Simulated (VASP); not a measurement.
# Bi (R-3m) in VASP: further runs, part 2 of 2

VASP 6.6.1.

## Step 4: Single point, PBE (37.51 Å³/atom)

This run uses another cell than the first one, of 37.51 Å³/atom.

Contents of INCAR:

```
SYSTEM = Bi
PREC = Accurate
ENCUT = 520
EDIFF = 1E-6
ISMEAR = -1
SIGMA = 0.03
LREAL = .FALSE.
LASPH = .TRUE.
NELM = 100
ALGO = Normal
ISIF = 2
LWAVE = .FALSE.
LCHARG = .FALSE.
GGA = PE
NBANDS = 22
```

Contents of KPOINTS:

```
regular mesh
0
G
  11 11 11
  0 0 0
```

Contents of POSCAR:

```
Bi
1.0
    2.3175796175      1.3380552160      4.0315490999
   -2.3175796175      1.3380552160      4.0315490999
    0.0000000000     -2.6761104319      4.0315490999
Bi
2
Direct
    0.2338900000      0.2338900000      0.2338900000
    0.7661100000      0.7661100000      0.7661100000
```

Potentials or basis: VASP PAW PBE potentials, release 64 (Bi_d).

The run is started by

```
cat potpaw_PBE.64/Bi_d/POTCAR > POTCAR
mpirun -np 1 vasp_std > vasp.out
```

OUTCAR:

```text
SYSTEM = Bi
   PREC = Accurate
   ENCUT = 520
   EDIFF = 1E-6
   ISMEAR = -1
   LREAL = .FALSE.
   LASPH = .TRUE.
   NELM = 100
   ISIF = 2
   GGA = PE

 ion  position               nearest neighbor table
   1  0.234  0.234  0.234-   2 3.13   2 3.13   2 3.13   2 3.60   2 3.60   2 3.60
   2  0.766  0.766  0.766-   1 3.13   1 3.13   1 3.13   1 3.60   1 3.60   1 3.60

  LATTYP: Found a trigonal (rhomboedric) cell.
 ALAT       =     4.8389002045
 COS(alpha) =     0.5412184017

  Lattice vectors:

 A1 = (   2.3175796175,   1.3380552160,   4.0315490999)
 A2 = (  -2.3175796175,   1.3380552160,   4.0315490999)
 A3 = (   0.0000000000,  -2.6761104319,   4.0315490999)

Analysis of symmetry for initial positions (statically):
=====================================================================
 Subroutine PRICEL returns:
 Original cell was already a primitive cell.

 Routine SETGRP: Setting up the symmetry group for a
 trigonal (rhombohedral) supercell.

 Subroutine GETGRP returns: Found 12 space group operations
 (whereof 12 operations were pure point group operations)
 out of a pool of 12 trial point group operations.
[... 152 lines left out ...]
 number of electron      29.9999996 magnetization

 Free energy of the ion-electron system (eV)
  ---------------------------------------------------
  ext. energy  EPLUGINS =         0.00000000
  ---------------------------------------------------
  free energy    TOTEN  =        -7.77147700 eV

  energy without entropy =       -7.77078020  energy(sigma->0) =       -7.77112860

 E-fermi :   5.5794     XC(G=0):  -9.2381

 val. band max:        5.5596435348   @ k =   0.2727   0.2727   0.1818
 cond. band min:       5.7218026177   @ k =   0.4545   0.0909   0.0909
 fundamental gap:      0.1621590829
 Fermi energy:         5.5793644323

 k-point     1 :       0.0000    0.0000    0.0000
  band No.  band energies     occupation
      1     -17.2041      2.00000
      2     -17.2041      2.00000
      3     -17.0798      2.00000
      4     -17.0798      2.00000
      5     -17.0661      2.00000
      6     -16.9308      2.00000
[... 589 lines left out ...]
     21      13.3629      0.00000
     22      13.8851      0.00000

 [... further k-points ...]
[... 5 lines left out ...]
  --------------------------------------------------------------------------------------
  -------------------------------------------------------------------------------------
  Total       -0.4884105     -0.4884105     -0.2408808      0.0000000     -0.0000000      0.0000000
  in kB      -10.4319061    -10.4319061     -5.1449470      0.0000000     -0.0000000      0.0000000
  external PRESSURE =      -8.6695864 kB  Pullay stress =       0.0000000 kB

 VOLUME and BASIS-vectors are now :
 -----------------------------------------------------------------------------
  energy-cutoff  :      520.00
  volume of cell :       75.01
      direct lattice vectors                 reciprocal lattice vectors
     2.317579617  1.338055216  4.031549100     0.215742319  0.124558886  0.082681204
    -2.317579617  1.338055216  4.031549100    -0.215742319  0.124558886  0.082681204
     0.000000000 -2.676110432  4.031549100     0.000000000 -0.249117771  0.082681204

 POSITION                                       TOTAL-FORCE (eV/Angst)
 -----------------------------------------------------------------------------------
      0.00000      0.00000      2.82882         0.000000     -0.000000     -0.056321
      0.00000      0.00000      9.26583         0.000000      0.000000      0.056321
 -----------------------------------------------------------------------------------
    total drift:                                0.000000     -0.000000      0.000000

  FREE ENERGIE OF THE ION-ELECTRON SYSTEM (eV)
  ---------------------------------------------------
  free  energy   TOTEN  =        -7.7714769996 eV

  energy  without entropy=       -7.7707801987  energy(sigma->0) =       -7.77112860
```

OSZICAR:

```text
N       E                     dE             d eps       ncg     rms          rms(c)
DAV:   1     0.304158194688E+03    0.30416E+03   -0.16196E+04  6430   0.160E+03
DAV:   2     0.177447495981E+02   -0.28641E+03   -0.27961E+03  6544   0.428E+02
DAV:   3    -0.689065022621E+01   -0.24635E+02   -0.24356E+02  7738   0.141E+02
DAV:   4    -0.773697995543E+01   -0.84633E+00   -0.84598E+00  7988   0.289E+01
DAV:   5    -0.777124302250E+01   -0.34263E-01   -0.34262E-01  9196   0.520E+00    0.101E+00
DAV:   6    -0.777028109186E+01    0.96193E-03   -0.16912E-02  8496   0.137E+00    0.620E-01
DAV:   7    -0.777125638960E+01   -0.97530E-03   -0.11933E-02  7740   0.121E+00    0.109E-01
DAV:   8    -0.777145163125E+01   -0.19524E-03   -0.15415E-03  7606   0.433E-01    0.237E-02
DAV:   9    -0.777147718659E+01   -0.25555E-04   -0.63898E-05  9454   0.608E-02    0.109E-02
DAV:  10    -0.777147699965E+01    0.18695E-06   -0.77863E-06  6332   0.249E-02
   1 F= -.77714770E+01 E0= -.77711286E+01  d E =-.696801E-03
```

Wall time 54 s (1 thread of Intel Xeon 6975P-C (Granite Rapids), shared host); peak memory 0.33 GiB.

What came out:

```yaml
Free_energy: -7.7715 eV
Pressure: -0.9 GPa
Largest_force: 0.056 eV/Å
Band_gap_on_the_k_mesh: zero (bands 15 and 16 overlap by 0.03 eV)
```

Forces on the atoms (eV/Å):
```
Bi   0.000  0.000 -0.056
Bi   0.000  0.000  0.056
```

Caveat: spin-orbit coupling is left out, which moves the levels of the heavy elements.

## Step 5: Summary

| cell | gap on the mesh (eV) | pressure (GPa) | largest force (eV/Å) |
| --- | --- | --- | --- |
| a = 4.777 Å, angles 57.2°, 2 atoms | none | 0.8 | 0.11 |
| a = 4.808 Å, angles 57.2°, 2 atoms | none | -0.1 | 0.02 |
| a = 4.839 Å, angles 57.2°, 2 atoms | none | -0.9 | 0.06 |

Alike in all rows: task single point; level PBE; potentials or basis VASP PAW PBE potentials, release 64 (Bi_d); no spin polarisation; k mesh 11 × 11 × 11; cutoff (eV) 520; smearing fermi-dirac 0.03 eV.

Caveats: spin-orbit coupling is left out, which moves the levels of the heavy elements.

Total energies depend on the potentials used, so only differences within one code and one set of settings carry meaning.
